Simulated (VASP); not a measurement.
# Ge6F in VASP: notebook

Ge6F is run at these levels: PBE; tasks: single point.

Everything below comes from runs of VASP 6.6.1. Logs are shortened: lines on timing, memory, paths and dates and some standing lists are left out, and cuts for length are marked.

## 1. The cell of the first run

The cell holds a slab with vacuum, 7 atoms: a = 4.074 Å, b = 5.762 Å, c = 19.524 Å, α = 90.00°, β = 90.00°, γ = 90.00°.

## 2. Single point, PBE

Input file INCAR:

```
SYSTEM = Ge6F
  ALGO = Normal
  DIPOL = 0.5 0.5 0.331
  EDIFF = 1E-7
  ENCUT = 520
  GGA = PE
  IDIPOL = 3
  ISIF = 2
  ISMEAR = 0
  LASPH = .TRUE.
  LCHARG = .FALSE.
  LDIPOL = .TRUE.
  LREAL = .FALSE.
  LWAVE = .FALSE.
  NBANDS = 54
  NELM = 60
  PREC = Accurate
  SIGMA = 0.1
```

Input file KPOINTS:

```
k-points
0
G
  7 5 1
  0 0 0
```

Input file POSCAR:

```
Ge6F
1.0
    4.0740542126      0.0000000000      0.0000000000
    0.0000000000      5.7615827213      0.0000000000
    0.0000000000      0.0000000000     19.5242196736
Ge F
6 1
Direct
    0.5000000000      0.0000000000      0.2048737449
    0.0000000000      0.2500000000      0.2048737449
    0.0000000000      0.5005156572      0.3087424246
    0.5000000000      0.7494843428      0.3087424246
    0.5000000000      0.0069199665      0.4109879835
    0.0000000000      0.2430800335      0.4109879835
    0.8333333333      0.8402532998      0.4655839538
```

Potentials or basis: VASP PAW PBE potentials, release 64 (Ge_d, F).

Command:

```sh
$ cat potpaw_PBE.64/Ge_d/POTCAR potpaw_PBE.64/F/POTCAR > POTCAR
$ mpirun -np 1 vasp_std > vasp.out
```

OUTCAR:

```text
SYSTEM = Ge6F
   EDIFF = 1E-7
   ENCUT = 520
   GGA = PE
   ISIF = 2
   ISMEAR = 0
   LASPH = .TRUE.
   LREAL = .FALSE.
   NELM = 60
   PREC = Accurate

 ion  position               nearest neighbor table
   1  0.500  0.000  0.205-   4 2.49   2 2.49   2 2.49
   2  0.000  0.250  0.205-   3 2.49   1 2.49   1 2.49
   3  0.000  0.501  0.309-   6 2.49   2 2.49   4 2.49   4 2.49
   4  0.500  0.749  0.309-   5 2.49   1 2.49   3 2.49   3 2.49
   5  0.500  0.007  0.411-   7 1.98   6 2.45   6 2.45   4 2.49
   6  0.000  0.243  0.411-   5 2.45   5 2.45   3 2.49
   7  0.833  0.840  0.466-   5 1.98

  LATTYP: Found a simple orthorhombic cell.
 ALAT       =     4.0740542126
 B/A-ratio  =     1.4142135624
 C/A-ratio  =     4.7923318284

  Lattice vectors:

 A1 = (   4.0740542126,   0.0000000000,   0.0000000000)
 A2 = (   0.0000000000,   5.7615827213,   0.0000000000)
 A3 = (   0.0000000000,   0.0000000000,  19.5242196736)

Analysis of symmetry for initial positions (statically):
=====================================================================
 Subroutine PRICEL returns:
 Original cell was already a primitive cell.

 Routine SETGRP: Setting up the symmetry group for a
 simple orthorhombic supercell.

 Subroutine GETGRP returns: Found  1 space group operations
 (whereof  1 operations were pure point group operations)
 out of a pool of  8 trial point group operations.

The static configuration has the point symmetry C_1 .

Analysis of symmetry for dynamics (positions and initial velocities):
=====================================================================
 Subroutine PRICEL returns:
 Original cell was already a primitive cell.

 Routine SETGRP: Setting up the symmetry group for a
 simple orthorhombic supercell.

 Subroutine GETGRP returns: Found  1 space group operations
 (whereof  1 operations were pure point group operations)
 out of a pool of  8 trial point group operations.

The dynamic configuration has the point symmetry C_1 .

 Subroutine INISYM returns: Found  1 space group operations
 (whereof  1 operations are pure point group operations),
 and found     1 'primitive' translations

----------------------------------------------------------------------------------------

                                     Primitive cell

  volume of cell :     458.2920

  direct lattice vectors                    reciprocal lattice vectors
     4.074054213  0.000000000  0.000000000     0.245455742  0.000000000  0.000000000
     0.000000000  5.761582721  0.000000000     0.000000000  0.173563420  0.000000000
     0.000000000  0.000000000 19.524219674     0.000000000  0.000000000  0.051218436

  length of vectors
     4.074054213  5.761582721 19.524219674     0.245455742  0.173563420  0.051218436

  position of ions in fractional coordinates (direct lattice)
     0.500000000  0.000000000  0.204873745
     0.000000000  0.250000000  0.204873745
     0.000000000  0.500515657  0.308742425
     0.500000000  0.749484343  0.308742425
     0.500000000  0.006919966  0.410987984
     0.000000000  0.243080034  0.410987984
     0.833333333  0.840253300  0.465583954

  ion indices of the primitive-cell ions
   primitive index   ion index
                 1           1
                 2           2
                 3           3
                 4           4
                 5           5
                 6           6
                 7           7

----------------------------------------------------------------------------------------

 KPOINTS: k-points

Automatic generation of k-mesh.
 Grid dimensions read from file:
 generate k-points for:    7    5    1

 Generating k-lattice:

  Cartesian coordinates                     Fractional coordinates (reciprocal lattice)
     0.035065106  0.000000000  0.000000000     0.142857143  0.000000000  0.000000000
     0.000000000  0.034712684  0.000000000     0.000000000  0.200000000  0.000000000
     0.000000000  0.000000000  0.051218436     0.000000000  0.000000000  1.000000000

  Length of vectors
     0.035065106  0.034712684  0.051218436

  Shift w.r.t. Gamma in fractional coordinates (k-lattice)
     0.000000000  0.000000000  0.000000000

 Subroutine IBZKPT returns following result:
 ===========================================

 Found     18 irreducible k-points:

 Following reciprocal coordinates:
            Coordinates               Weight
  0.000000  0.000000  0.000000      1.000000
  0.142857  0.000000  0.000000      2.000000
  0.285714  0.000000  0.000000      2.000000
  0.428571  0.000000  0.000000      2.000000
  0.000000  0.200000  0.000000      2.000000
  0.142857  0.200000  0.000000      2.000000
[... 10 lines left out ...]
  0.428571  0.400000  0.000000      2.000000
  0.428571 -0.400000  0.000000      2.000000
   k-points           NKPTS =     18   k-points in BZ     NKDIM =     18   number of bands    NBANDS=     54
   number of dos      NEDOS =    301   number of ions     NIONS =      7
   total plane-waves  NPLWV = 216000
   dimension x,y,z NGX =    30 NGY =   48 NGZ =  150
   dimension x,y,z NGXF=    60 NGYF=   96 NGZF=  300
   ions per type =               6   1
   NGX,Y,Z   is equivalent  to a cutoff of  12.24, 13.85, 12.77 a.u.
   NGXF,Y,Z  is equivalent  to a cutoff of  24.48, 27.70, 25.54 a.u.
 SYSTEM =  Ge6F
   PREC   = accura    normal or accurate (medium, high low for compatibility)
   ISTART =      0    job   : 0-new  1-cont  2-samecut
   ICHARG =      2    charge: 1-file 2-atom 10-const
   ISPIN  =      1    spin polarized calculation?
   LNONCOLLINEAR =      F non collinear calculations
   LSORBIT =      F    spin-orbit coupling
   LASPH  =      T    aspherical Exc in radial PAW
   ENCUT  =  520.0 eV  38.22 Ry    6.18 a.u.   7.58 10.71 36.30*2*pi/ulx,y,z
   NELM   =     60;   NELMIN=  2; NELMDL= -5     # of ELM steps
   EDIFF  = 0.1E-06   stopping-criterion for ELM
   LREAL  =      F    real-space projection
   EDIFFG = 0.1E-05   stopping-criterion for IOM
   NSW    =      0    number of steps for IOM
   IBRION =     -1    ionic relax: 0-MD 1-quasi-New 2-CG
   NFREE  =      0    steps in history (QN), initial steepest desc. (CG)
   ISIF   =      2    stress and relaxation
   ISYM   =      2    0-nonsym 1-usesym 2-fastsym
   POTIM  = 0.5000    time-step for ionic-motion
   TEBEG  =    0.0;   TEEND  =   0.0 temperature during run
   PSTRESS=    0.0 pullay stress
   NELECT =      91.0000    total number of electrons
   NUPDOWN=      -1.0000    fix difference up-down
   EMIN   =  10.00;   EMAX   =-10.00  energy-range for DOS
   EFERMI =   0.00;   METHOD = LEGACY
   ISMEAR =     0;   SIGMA  =   0.10  broadening in eV -4-tet -1-fermi 0-gaus
   EFERMI_NEDOS =   21; number of points for ismear=-14 and -15
   IALGO  =     38    algorithm
   IMIX   =      4    mixing-type and parameters
     AMIX     =   0.40;   BMIX     =  1.00
     AMIX_MAG =   1.60;   BMIX_MAG =  1.00
  volume/ion in A,a.u.               =      65.47       441.82
  Fermi-wavevector in a.u.,A,eV,Ry     =   0.955083  1.804846 12.411015  0.912184
  Thomas-Fermi vector in A             =   2.083889
   LORBIT       =      0    0 simple, 1 ext, 2 COOP (PROOUT), +10 PAW based schemes
   GGA     = PE    functional components
   LHFCALC =     F    Hartree Fock is set to
   AEXX    =    0.0000 exact exchange contribution
   IVDW    =     0    specifies the selected vdW correction
   LEPSILON=     F    determine dielectric tensor
   LRPA    =     F    only Hartree local field effects (RPA)
 non-spin polarized calculation
 Gauss-broadening in eV      SIGMA  =   0.10
  energy-cutoff  :      520.00
  volume of cell :      458.29
 maximum number of plane-waves:     12387
   NGX = 15   NGY = 21   NGZ = 73

 dipolmoment           0.000000      0.000000     -0.007388 electrons x Angstroem

 number of electron      90.9999933 magnetization

 dipolmoment           0.000000      0.000000      0.098803 electrons x Angstroem

 Free energy of the ion-electron system (eV)
  ---------------------------------------------------
  ext. energy  EPLUGINS =         0.00000000
  ---------------------------------------------------
  free energy    TOTEN  =       -28.52459752 eV

  energy without entropy =      -28.49891808  energy(sigma->0) =      -28.51175780

 E-fermi :  -2.0415     XC(G=0):  -3.9510

 val. band max:       -2.0540603778   @ k =   0.0000   0.2000   0.0000
 cond. band min:      -2.0413085583   @ k =   0.4286   0.4000   0.0000
 fundamental gap:      0.0127518194
 Fermi energy:        -2.0414659730

 k-point     1 :       0.0000    0.0000    0.0000
  band No.  band energies     occupation
      1     -27.0416      2.00000
      2     -26.9512      2.00000
      3     -26.9400      2.00000
      4     -26.8788      2.00000
      5     -26.8677      2.00000
      6     -26.6387      2.00000
[... 46 lines left out ...]
     53       1.7048      0.00000
     54       2.3918      0.00000

 k-point     2 :       0.1429    0.0000    0.0000
  band No.  band energies     occupation
      1     -27.0434      2.00000
      2     -26.9516      2.00000
      3     -26.9404      2.00000
      4     -26.8827      2.00000
      5     -26.8633      2.00000
      6     -26.6381      2.00000
[... 46 lines left out ...]
     53       1.7612      0.00000
     54       2.0847      0.00000

 k-point     3 :       0.2857    0.0000    0.0000
  band No.  band energies     occupation
      1     -27.0467      2.00000
      2     -26.9531      2.00000
      3     -26.9402      2.00000
      4     -26.8850      2.00000
      5     -26.8627      2.00000
      6     -26.6366      2.00000
[... 46 lines left out ...]
     53       2.3179      0.00000
     54       3.2566      0.00000
[... 742 lines left out ...]
 k-point    17 :       0.4286    0.4000    0.0000
  band No.  band energies     occupation
      1     -27.0487      2.00000
      2     -26.9546      2.00000
      3     -26.9396      2.00000
      4     -26.8821      2.00000
      5     -26.8692      2.00000
      6     -26.6351      2.00000
[... 46 lines left out ...]
     53       2.7474      0.00000
     54       3.3750      0.00000

 k-point    18 :       0.4286   -0.4000    0.0000
  band No.  band energies     occupation
      1     -27.0487      2.00000
      2     -26.9546      2.00000
      3     -26.9396      2.00000
      4     -26.8821      2.00000
      5     -26.8692      2.00000
      6     -26.6353      2.00000
[... 46 lines left out ...]
     53       2.8486      0.00000
     54       3.3319      0.00000

------------------------ aborting loop because EDIFF is reached ----------------------------------------

 vacuum level on the upper side and lower side of the slab       (xc-potential included)         0.366        -0.376

  FORCE on cell =-STRESS in cart. coord.  units (eV):
  Direction    XX          YY          ZZ          XY          YZ          ZX
  --------------------------------------------------------------------------------------
  -------------------------------------------------------------------------------------
  Total        0.1492849      0.9603757      0.3906576      1.4243690      0.8252811     -1.4725831
  in kB        0.5218964      3.3574492      1.3657292      4.9795581      2.8851619     -5.1481133
  external PRESSURE =       1.7483583 kB  Pullay stress =       0.0000000 kB

 VOLUME and BASIS-vectors are now :
 -----------------------------------------------------------------------------
  energy-cutoff  :      520.00
  volume of cell :      458.29
      direct lattice vectors                 reciprocal lattice vectors
     4.074054213  0.000000000  0.000000000     0.245455742  0.000000000  0.000000000
     0.000000000  5.761582721  0.000000000     0.000000000  0.173563420  0.000000000
     0.000000000  0.000000000 19.524219674     0.000000000  0.000000000  0.051218436

 POSITION                                       TOTAL-FORCE (eV/Angst)
 -----------------------------------------------------------------------------------
      2.03703      0.00000      4.00000        -0.135704      0.112656     -0.243392
      0.00000      1.44040      4.00000         0.144856     -0.354769      0.180593
      0.00000      2.88376      6.02795         0.237022     -0.148820      0.233545
      2.03703      4.31822      6.02795        -0.118764      0.159936     -0.323651
      2.03703      0.03987      8.02422         1.418525     -0.470614      0.221888
      0.00000      1.40053      8.02422        -0.420247      0.822317     -0.103795
      3.39505      4.84119      9.09016        -1.125687     -0.120707      0.034811
 -----------------------------------------------------------------------------------
    total drift:                                0.000004     -0.000620     -0.000832

  FREE ENERGIE OF THE ION-ELECTRON SYSTEM (eV)
  ---------------------------------------------------
  free  energy   TOTEN  =       -28.5245975196 eV

  energy  without entropy=      -28.4989180771  energy(sigma->0) =      -28.51175780

 vacuum level on the upper side and lower side of the slab         3.355         2.579
```

Wall time 19 min (1 thread of Oxide Virtual Turin-like, shared host); peak memory 0.66 GiB.

Results:

* Free energy: -28.5246 eV
* Largest force: 1.511 eV/Å
* Band gap on the k mesh: zero (an odd number of electrons rules out a gap without spin polarisation)

Forces on the atoms (eV/Å):
```
Ge  -0.136  0.113 -0.243
Ge   0.145 -0.355  0.181
Ge   0.237 -0.149  0.234
Ge  -0.119  0.160 -0.324
Ge   1.419 -0.471  0.222
Ge  -0.420  0.822 -0.104
F   -1.126 -0.121  0.035
```

Caveat: an odd number of electrons without spin polarisation forces a metal; a magnetic or distorted state may lie lower.

## 3. Single point, PBE

Input file INCAR:

```
SYSTEM = Ge6F
ALGO = Normal
DIPOL = 0.5 0.5 0.336
EDIFF = 1E-6
ENCUT = 520
GGA = PE
IDIPOL = 3
ISIF = 2
ISMEAR = 0
LASPH = .True.
LCHARG = .False.
LDIPOL = .True.
LREAL = .False.
LWAVE = .False.
NBANDS = 54
NELM = 80
PREC = Accurate
SIGMA = 0.1
```

Input file KPOINTS:

```
k-points
0
Gamma
  7 5 1
  0 0 0
```

POSCAR, as its differences from that of step 2:

```diff
@@ -14,2 +14,2 @@
     0.0000000000      0.2430800335      0.4109879835
-    0.8333333333      0.8402532998      0.4655839538
+    0.6666666667      0.1735866331      0.4995985794
```

Potentials or basis: VASP PAW PBE potentials, release 64 (Ge_d, F).

Command:

```sh
$ cat potpaw_PBE.64/Ge_d/POTCAR potpaw_PBE.64/F/POTCAR > POTCAR
$ mpirun -np 1 vasp_std > vasp.out
```

OUTCAR:

```text
SYSTEM = Ge6F
   EDIFF = 1E-6
   ENCUT = 520
   GGA = PE
   ISIF = 2
   ISMEAR = 0
   LASPH = .True.
   LREAL = .False.
   NELM = 80
   PREC = Accurate

 ion  position               nearest neighbor table
   1  0.500  0.000  0.205-   4 2.49   2 2.49   2 2.49
   2  0.000  0.250  0.205-   3 2.49   1 2.49   1 2.49
   3  0.000  0.501  0.309-   6 2.49   2 2.49   4 2.49   4 2.49
   4  0.500  0.749  0.309-   5 2.49   1 2.49   3 2.49   3 2.49
   5  0.500  0.007  0.411-   7 2.09   6 2.45   6 2.45   4 2.49
   6  0.000  0.243  0.411-   7 2.24   5 2.45   5 2.45   3 2.49
   7  0.667  0.174  0.500-   5 2.09   6 2.24
[... 1234 lines left out ...]
  Total        1.4696303      1.4694107     -0.1087714     -0.4178920      0.0211121      0.5375198
  in kB        5.1377905      5.1370226     -0.3802621     -1.4609398      0.0738074      1.8791556
  external PRESSURE =       3.2981837 kB  Pullay stress =       0.0000000 kB

 VOLUME and BASIS-vectors are now :
 -----------------------------------------------------------------------------
  energy-cutoff  :      520.00
  volume of cell :      458.29
      direct lattice vectors                 reciprocal lattice vectors
     4.074054213  0.000000000  0.000000000     0.245455742  0.000000000  0.000000000
     0.000000000  5.761582721  0.000000000     0.000000000  0.173563420  0.000000000
     0.000000000  0.000000000 19.524219674     0.000000000  0.000000000  0.051218436

 POSITION                                       TOTAL-FORCE (eV/Angst)
 -----------------------------------------------------------------------------------
      2.03703      0.00000      4.00000        -0.048168     -0.036287      0.153915
      0.00000      1.44040      4.00000         0.042977      0.043044      0.143909
      0.00000      2.88376      6.02795         0.035283      0.000726     -0.242418
      2.03703      4.31822      6.02795        -0.068645     -0.138637     -0.301237
      2.03703      0.03987      8.02422         0.448539      0.464783      0.281881
      0.00000      1.40053      8.02422        -0.670098     -0.202090     -0.081257
      2.71604      1.00013      9.75427         0.260112     -0.131539      0.045207
 -----------------------------------------------------------------------------------
    total drift:                               -0.000015     -0.000163     -0.002106

  FREE ENERGIE OF THE ION-ELECTRON SYSTEM (eV)
  ---------------------------------------------------
  free  energy   TOTEN  =       -28.1944548380 eV

  energy  without entropy=      -28.1878880190  energy(sigma->0) =      -28.19117143

 vacuum level on the upper side and lower side of the slab         3.733         2.181
```

stdout:

```text
POSCAR found type information on POSCAR GeF
 POSCAR found :  2 types and       7 ions
 scaLAPACK will be used
 LDA part: xc-table for (Slater+PW92), standard interpolation
 POSCAR, INCAR and KPOINTS ok, starting setup
 FFT: planning ... GRIDC
 FFT: planning ... GRID_SOFT
 FFT: planning ... GRID
 WAVECAR not read
 entering main loop
```

Wall time 20 min (1 thread of Oxide Virtual Turin-like, shared host); peak memory 0.64 GiB.

Results:

| Quantity | Value |
| --- | --- |
| Free energy | -28.1945 eV |
| Largest force | 0.705 eV/Å |
| Band gap on the k mesh | zero (an odd number of electrons rules out a gap without spin polarisation) |

Forces on the atoms (eV/Å):
```
Ge  -0.048 -0.036  0.154
Ge   0.043  0.043  0.144
Ge   0.035  0.001 -0.242
Ge  -0.069 -0.139 -0.301
Ge   0.449  0.465  0.282
Ge  -0.670 -0.202 -0.081
F    0.260 -0.132  0.045
```

Caveat: an odd number of electrons without spin polarisation forces a metal; a magnetic or distorted state may lie lower.

The gap in the log of VASP goes by the Fermi energy; the results here count the filled bands.